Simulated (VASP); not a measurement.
## SiC: single point with r2SCAN

Crystal: SiC.

```
Si C
1.0
     0.00000    2.17816    2.17816
     2.17816    0.00000    2.17816
     2.17816    2.17816    0.00000
Si C
1 1
Direct
  0.75000 0.75000 0.75000
  0.00000 0.00000 0.00000
```

| Item | Value |
| --- | --- |
| Program | VASP 6.6.1 |
| Task | single point |
| Functional | r2SCAN |
| Potentials or basis | VASP PAW PBE potentials, release 64 (Si, C) |
| Cutoff | 660 eV |
| k mesh | 10 × 10 × 10 |
| Occupations | gaussian, width 0.02 eV |
| Spin | no spin polarisation |
| Dipole correction | no |
| Further INCAR settings | ALGO = Normal; EDIFF = 1e-06; NBANDS = 11 |

The pressure is -0.4 GPa. The band gap on the k mesh is 1.73 eV (least direct gap 5.06 eV).

Levels at points of the mesh, in eV from the valence-band top:
| k point | band 2 | band 3 | band 4 | band 5 | band 6 | band 7 |
| --- | --- | --- | --- | --- | --- | --- |
| (0.00, 0.00, 0.00) | 0.00 | 0.00 | 0.00 | 6.85 | 7.86 | 7.86 |
| (0.50, 0.00, 0.00) | -8.82 | -1.11 | -1.11 | 6.00 | 7.76 | 7.76 |
| (0.50, 0.50, 0.00) | -8.05 | -3.33 | -3.33 | 1.73 | 4.83 | 15.14 |

Wall time 31 s on 1 thread of Intel(R) Xeon(R) 6975P-C (Granite Rapids), on a shared host, peak memory 0.16 GiB.

Caveat: the PAW data sets were made with another functional, which shifts forces and pressure a little. A k mesh can miss the band edges.
